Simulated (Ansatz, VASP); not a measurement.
## Two plane-wave programs on ZnO

INCAR

```
SYSTEM = ZnO
PREC = Accurate ; ENCUT = 520
EDIFF = 1E-6 ; ISMEAR = 0
SIGMA = 0.05 ; LREAL = .FALSE.
LASPH = .TRUE. ; NELM = 100
ALGO = Normal ; ISIF = 2
LWAVE = .FALSE. ; LCHARG = .TRUE.
GGA = PE ; LELF = .TRUE.
LVHAR = .TRUE. ; NBANDS = 16
```

File KPOINTS:

```
Automatic mesh
0
G
  14 14 14
  0 0 0
```

Contents of POSCAR:

```
ZnO
1.0
    0.0000000000      2.2104878426      2.2104878426
    2.2104878426      0.0000000000      2.2104878426
    2.2104878426      2.2104878426      0.0000000000
Zn O
1 1
Direct
    0.0000000000      0.0000000000      0.0000000000
    0.5000000000      0.5000000000      0.5000000000
```

Input for Ansatz:

```yaml
crystal:
  lattice:
    - [0.0, 2.2104878426, 2.2104878426]
    - [2.2104878426, 0.0, 2.2104878426]
    - [2.2104878426, 2.2104878426, 0.0]
  atoms:
    - { symbol: Zn, position: [0.0, 0.0, 0.0] }
    - { symbol: O, position: [0.5, 0.5, 0.5] }
basis:
  ecutwfc: 420
kpoints:
  mp_grid: { grid: [14, 14, 14] }
hamiltonian:
  xc: pbe
scf:
  occupations: { method: gaussian, width: 0.05 }
output:
  forces: true
  stress: true
  eigenvalues: true
  write_density: true
  write_potential: true
  elf: true
  volumetric_format: npy
```

Alike in both runs: task single point; functional PBE; k mesh 14 × 14 × 14; occupations gaussian, width 0.05 eV; no spin polarisation.

|  | VASP | Ansatz |
| --- | --- | --- |
| version | VASP 6.6.1 | Ansatz 0.2.0 |
| potentials or method | VASP PAW PBE potentials, release 64 (Zn, O), cutoff 520 eV | scalar-relativistic, plane waves, PAW |
| valence electrons in the cell | 18 | 18 |

```tsv
	VASP	Ansatz	Ansatz less VASP
gap on the k mesh at the Fermi level (eV)	0.46	0.49	+0.026
least direct gap on the mesh (eV)	1.49	1.52	+0.026
pressure (GPa)	-8.3	-8.9	-0.65
```
